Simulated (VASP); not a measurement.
# TiO (P-62m) in VASP: further runs

TiO is run at these levels: r2SCAN; tasks: single point.

All numbers are computed with VASP 6.6.1; they aren't measurements. Logs are shortened: lines on timing, memory, paths and dates and some standing lists are left out, and cuts for length are marked.

## (1) The cell of the first run

The structure is hexagonal, space group P-62m (No. 189). The conventional cell has a = 4.989 Å, b = 4.989 Å, c = 2.873 Å, α = 90.00°, β = 90.00°, γ = 120.00°. Within 2.8 Å of Ti (site symmetry -6) lie 6 O at 2.10 Å. Within 2.6 Å of Ti (site symmetry -62m) lie 3 O at 1.97 Å. Within 2.6 Å of O (site symmetry m2m) lie 5 Ti at 1.97 to 2.10 Å.

## (2) Single point, r2SCAN

Input file POSCAR:

```
TiO
1.0
    4.9890877720      0.0000000000      0.0000000000
   -2.4945438860      4.3206767523      0.0000000000
    0.0000000000      0.0000000000      2.8733134400
Ti O
3 3
Direct
    0.6666666667      0.3333333333      0.5000000000
    0.3333333333      0.6666666667      0.5000000000
    0.0000000000      0.0000000000      0.0000000000
    0.6055592400      0.6055592400      0.0000000000
    0.3944407600      0.0000000000      0.0000000000
    0.0000000000      0.3944407600      0.0000000000
```

Input file INCAR.step1:

```
SYSTEM = TiO
  PREC = Accurate
  ENCUT = 520
  ISMEAR = 1
  SIGMA = 0.3
  LREAL = .FALSE.
  LASPH = .TRUE.
  NELM = 80
  NBANDS = 36
  GGA = PE
  ALGO = Normal
  EDIFF = 1E-4
  LWAVE = .TRUE.
  LCHARG = .FALSE.
```

Input file INCAR.step2:

```
SYSTEM = TiO
  PREC = Accurate
  ENCUT = 520
  EDIFF = 1E-6
  ISMEAR = 1
  SIGMA = 0.3
  LREAL = .FALSE.
  LASPH = .TRUE.
  NELM = 80
  ALGO = Normal
  ISIF = 2
  LWAVE = .FALSE.
  LCHARG = .FALSE.
  METAGGA = R2SCAN
  LMIXTAU = .TRUE.
  NBANDS = 36
  ISTART = 1
```

Input file KPOINTS:

```
Automatic mesh
0
G
  12 12 12
  0 0 0
```

Potentials or basis: VASP PAW PBE potentials, release 64 (Ti_sv, O).

Command:

```bash
$ cat potpaw_PBE.64/Ti_sv/POTCAR potpaw_PBE.64/O/POTCAR > POTCAR
$ cp INCAR.step1 INCAR
$ mpirun -np 1 vasp_std > vasp.out
$ cp INCAR.step2 INCAR
$ mpirun -np 1 vasp_std > vasp.out
```

OUTCAR:

```text
SYSTEM = TiO
   PREC = Accurate
   ENCUT = 520
   EDIFF = 1E-6
   ISMEAR = 1
   LREAL = .FALSE.
   LASPH = .TRUE.
   NELM = 80
   ISIF = 2
   METAGGA = R2SCAN
   ISTART = 1

 ion  position               nearest neighbor table
   1  0.667  0.333  0.500-   6 2.10   6 2.10   5 2.10   5 2.10   4 2.10   4 2.10   2 2.88   2 2.88
                             2 2.88
   2  0.333  0.667  0.500-   5 2.10   5 2.10   6 2.10   6 2.10   4 2.10   4 2.10   1 2.88   1 2.88
                             1 2.88
   3  0.000  0.000  0.000-   5 1.97   4 1.97   6 1.97
   4  0.606  0.606  0.000-   3 1.97   2 2.10   2 2.10   1 2.10   1 2.10
   5  0.394  0.000  0.000-   3 1.97   2 2.10   2 2.10   1 2.10   1 2.10
   6  0.000  0.394  0.000-   3 1.97   1 2.10   1 2.10   2 2.10   2 2.10

  LATTYP: Found a hexagonal cell.
 ALAT       =     4.9890877720
 C/A-ratio  =     0.5759196012

  Lattice vectors:

 A1 = (   4.9890877720,   0.0000000000,   0.0000000000)
 A2 = (  -2.4945438860,   4.3206767523,   0.0000000000)
 A3 = (   0.0000000000,   0.0000000000,   2.8733134400)

Analysis of symmetry for initial positions (statically):
=====================================================================
 Subroutine PRICEL returns:
 Original cell was already a primitive cell.

 Routine SETGRP: Setting up the symmetry group for a
 hexagonal supercell.

 Subroutine GETGRP returns: Found 12 space group operations
 (whereof 12 operations were pure point group operations)
 out of a pool of 24 trial point group operations.

The static configuration has the point symmetry D_3h.

Analysis of symmetry for dynamics (positions and initial velocities):
=====================================================================
 Subroutine PRICEL returns:
 Original cell was already a primitive cell.

 Routine SETGRP: Setting up the symmetry group for a
 hexagonal supercell.

 Subroutine GETGRP returns: Found 12 space group operations
 (whereof 12 operations were pure point group operations)
 out of a pool of 24 trial point group operations.

The dynamic configuration has the point symmetry D_3h.

 Subroutine INISYM returns: Found 12 space group operations
 (whereof 12 operations are pure point group operations),
 and found     1 'primitive' translations

[... 96 lines left out ...]
   ISPIN  =      1    spin polarized calculation?
   LNONCOLLINEAR =      F non collinear calculations
   LSORBIT =      F    spin-orbit coupling
   LASPH  =      T    aspherical Exc in radial PAW
   ENCUT  =  520.0 eV  38.22 Ry    6.18 a.u.   9.28  9.28  5.34*2*pi/ulx,y,z
   NELM   =     80;   NELMIN=  2; NELMDL=  0     # of ELM steps
   EDIFF  = 0.1E-05   stopping-criterion for ELM
   LREAL  =      F    real-space projection
   EDIFFG = 0.1E-04   stopping-criterion for IOM
   NSW    =      0    number of steps for IOM
   IBRION =     -1    ionic relax: 0-MD 1-quasi-New 2-CG
   NFREE  =      0    steps in history (QN), initial steepest desc. (CG)
   ISIF   =      2    stress and relaxation
   ISYM   =      2    0-nonsym 1-usesym 2-fastsym
   POTIM  = 0.5000    time-step for ionic-motion
   TEBEG  =    0.0;   TEEND  =   0.0 temperature during run
   PSTRESS=    0.0 pullay stress
   NELECT =      54.0000    total number of electrons
   NUPDOWN=      -1.0000    fix difference up-down
   EMIN   =  10.00;   EMAX   =-10.00  energy-range for DOS
   EFERMI =   0.00;   METHOD = LEGACY
   ISMEAR =     1;   SIGMA  =   0.30  broadening in eV -4-tet -1-fermi 0-gaus
   EFERMI_NEDOS =   21; number of points for ismear=-14 and -15
   IALGO  =     38    algorithm
   IMIX   =      4    mixing-type and parameters
     AMIX     =   0.40;   BMIX     =  1.00
     AMIX_MAG =   1.60;   BMIX_MAG =  1.00
  volume/ion in A,a.u.               =      10.32        69.66
  Fermi-wavevector in a.u.,A,eV,Ry     =   1.563942  2.955423 33.278709  2.445916
  Thomas-Fermi vector in A             =   2.666639
   LORBIT       =      0    0 simple, 1 ext, 2 COOP (PROOUT), +10 PAW based schemes
   METAGGA = R2SCAN    functional components
   LHFCALC =     F    Hartree Fock is set to
   AEXX    =    0.0000 exact exchange contribution
   IVDW    =     0    specifies the selected vdW correction
   LEPSILON=     F    determine dielectric tensor
   LRPA    =     F    only Hartree local field effects (RPA)
 non-spin polarized calculation
 Methfessel and Paxton  Order N= 1 SIGMA  =   0.30
  energy-cutoff  :      520.00
  volume of cell :       61.94
 maximum number of plane-waves:      1691
 NGX is ok and might be reduce to    40
   NGX = 19   NGY = 19   NGZ = 11

 number of electron      54.0000004 magnetization

 Free energy of the ion-electron system (eV)
  ---------------------------------------------------
  ext. energy  EPLUGINS =         0.00000000
  ---------------------------------------------------
  free energy    TOTEN  =       -73.64324398 eV

  energy without entropy =      -73.66215105  energy(sigma->0) =      -73.64954634

 E-fermi :  10.8131     XC(G=0): -13.2827

 val. band max:       10.8122484528   @ k =   0.1667   0.0000   0.0000
 cond. band min:      10.8159619246   @ k =   0.1667   0.0000   0.1667
 fundamental gap:      0.0037134717
 Fermi energy:        10.8131130944

 k-point     1 :       0.0000    0.0000    0.0000
  band No.  band energies     occupation
      1     -49.9664      2.00000
      2     -49.8859      2.00000
      3     -49.4294      2.00000
      4     -25.4012      2.00000
      5     -25.4012      2.00000
      6     -25.1003      2.00000
[... 925 lines left out ...]
     35      12.8347     -0.00000
     36      13.0510     -0.00000

 [... further k-points ...]
[... 5 lines left out ...]
  --------------------------------------------------------------------------------------
  -------------------------------------------------------------------------------------
  Total        0.0538991      0.0538991     -0.0112793      0.0000000      0.0000000      0.0000000
  in kB        1.3942351      1.3942351     -0.2917669      0.0000000      0.0000000      0.0000000
  external PRESSURE =       0.8322344 kB  Pullay stress =       0.0000000 kB

 VOLUME and BASIS-vectors are now :
 -----------------------------------------------------------------------------
  energy-cutoff  :      520.00
  volume of cell :       61.94
      direct lattice vectors                 reciprocal lattice vectors
     4.989087772  0.000000000  0.000000000     0.200437444  0.115722612  0.000000000
    -2.494543886  4.320676752  0.000000000     0.000000000  0.231445224  0.000000000
     0.000000000  0.000000000  2.873313440     0.000000000  0.000000000  0.348030252

 POSITION                                       TOTAL-FORCE (eV/Angst)
 -----------------------------------------------------------------------------------
      2.49454      1.44023      1.43666         0.000000      0.000000     -0.000000
     -0.00000      2.88045      1.43666         0.000000      0.000000     -0.000000
      0.00000      0.00000      0.00000         0.000000      0.000000     -0.000000
      1.51059      2.61643      0.00000         0.000771      0.001336      0.000000
      1.96790      0.00000      0.00000        -0.001542      0.000000      0.000000
     -0.98395      1.70425      0.00000         0.000771     -0.001336     -0.000000
 -----------------------------------------------------------------------------------
    total drift:                               -0.000001     -0.000002      0.000001

  FREE ENERGIE OF THE ION-ELECTRON SYSTEM (eV)
  ---------------------------------------------------
  free  energy   TOTEN  =       -73.6432439794 eV

  energy  without entropy=      -73.6621510536  energy(sigma->0) =      -73.64954634
```

OSZICAR.step1:

```text
N       E                     dE             d eps       ncg     rms          rms(c)
DAV:   1     0.781322989396E+03    0.78132E+03   -0.27050E+04  9584   0.188E+03
DAV:   2     0.610484969559E+02   -0.72027E+03   -0.69408E+03  9724   0.566E+02
DAV:   3    -0.572060277986E+02   -0.11825E+03   -0.11605E+03 14360   0.207E+02
DAV:   4    -0.644065885428E+02   -0.72006E+01   -0.71706E+01 14112   0.501E+01
DAV:   5    -0.648020700511E+02   -0.39548E+00   -0.39532E+00 13856   0.977E+00    0.273E+01
DAV:   6    -0.540834765734E+02    0.10719E+02   -0.74267E+01 14316   0.695E+01    0.968E+00
DAV:   7    -0.542603437287E+02   -0.17687E+00   -0.14551E+01 14584   0.251E+01    0.862E+00
DAV:   8    -0.537966009416E+02    0.46374E+00   -0.48227E+00 14656   0.111E+01    0.544E+00
DAV:   9    -0.537938861371E+02    0.27148E-02   -0.53310E-01 12612   0.533E+00    0.127E+00
DAV:  10    -0.537789405332E+02    0.14946E-01   -0.13091E-01 13864   0.256E+00    0.674E-01
DAV:  11    -0.537819615716E+02   -0.30210E-02   -0.81067E-03 12992   0.654E-01    0.146E-01
DAV:  12    -0.537818136537E+02    0.14792E-03   -0.20173E-03 12280   0.261E-01    0.625E-02
DAV:  13    -0.537818322127E+02   -0.18559E-04   -0.20171E-04  9056   0.111E-01
   1 F= -.53781832E+02 E0= -.53789984E+02  d E =0.244555E-01
```

Run time: 10 min. Hardware: 1 thread of Intel Xeon 6975P-C (Granite Rapids), shared host; peak memory 0.37 GiB.

What came out:

```yaml
Free_energy: -73.6432 eV
Pressure: 0.1 GPa
Band_gap_on_the_k_mesh: zero (band 27 reaches 11.26 eV, above the bottom of band 28 at 9.93 eV)
```

Caveat: the PAW data sets were made with another functional, which shifts forces and pressure a little; semilocal functionals often make such compounds metallic where correlation or magnetic order opens a gap, which also shifts bond lengths.

## (3) Single point, r2SCAN

POSCAR is that of step 2.

Input file INCAR.step1:

```
SYSTEM = TiO
PREC = Accurate ; ENCUT = 520
ISMEAR = 1 ; SIGMA = 0.01
LREAL = .False. ; LASPH = .True.
NELM = 80 ; NBANDS = 36
GGA = PE ; ALGO = Normal
EDIFF = 1E-4 ; LWAVE = .True.
LCHARG = .False.
```

Input file INCAR.step2:

```
SYSTEM = TiO
PREC = Accurate ; ENCUT = 520
EDIFF = 1E-6 ; ISMEAR = 1
SIGMA = 0.01 ; LREAL = .False.
LASPH = .True. ; NELM = 80
ALGO = Normal ; ISIF = 2
LWAVE = .False. ; LCHARG = .False.
METAGGA = R2SCAN ; LMIXTAU = .True.
NBANDS = 36 ; ISTART = 1
```

Input file KPOINTS:

```
regular mesh
0
Gamma
  12 12 12
  0 0 0
```

Potentials or basis: VASP PAW PBE potentials, release 64 (Ti_sv, O).

Command:

```bash
$ cat potpaw_PBE.64/Ti_sv/POTCAR potpaw_PBE.64/O/POTCAR > POTCAR
$ cp INCAR.step1 INCAR
$ mpirun -np 1 vasp_std > vasp.out
$ cp INCAR.step2 INCAR
$ mpirun -np 1 vasp_std > vasp.out
```

Wall time 9.7 min (1 thread of Intel Xeon 6975P-C (Granite Rapids), shared host); peak memory 0.37 GiB.

It converged, with:

| Quantity | Value |
| --- | --- |
| Free energy | -73.6474 eV |
| Pressure | 0.1 GPa |
| Largest force | 0.007 eV/Å |
| Band gap on the k mesh | zero (band 27 reaches 11.26 eV, above the bottom of band 28 at 9.93 eV) |

Forces in eV/Å, atoms in the order of the input:
```
Ti   0.000  0.000  0.000
Ti   0.000  0.000  0.000
Ti   0.000  0.000  0.000
O    0.004  0.006  0.000
O   -0.007  0.000  0.000
O    0.004 -0.006  0.000
```

Stress tensor (GPa, compression positive):
```
 0.17  0.00  0.00
 0.00  0.17  0.00
 0.00  0.00 -0.05
```

Levels at points of the mesh, in eV from the Fermi level:
| k point | band 24 | band 25 | band 26 | band 27 | band 28 | band 29 | band 30 | band 31 |
| --- | --- | --- | --- | --- | --- | --- | --- | --- |
| (0.00, 0.00, 0.00) | -5.90 | -3.66 | -0.88 | -0.84 | -0.84 | 0.50 | 0.50 | 0.88 |
| (0.50, 0.00, 0.00) | -5.61 | -2.75 | -2.12 | -1.81 | 0.43 | 1.12 | 1.19 | 1.40 |
| (0.00, 0.00, 0.50) | -6.09 | -2.03 | -2.03 | 0.49 | 1.23 | 1.23 | 1.25 | 1.25 |
| (0.50, 0.00, 0.50) | -5.74 | -2.08 | -1.54 | -0.57 | 0.53 | 0.83 | 1.60 | 1.61 |

Caveat: the PAW data sets were made with another functional, which shifts forces and pressure a little; semilocal functionals often make such compounds metallic where correlation or magnetic order opens a gap, which also shifts bond lengths.
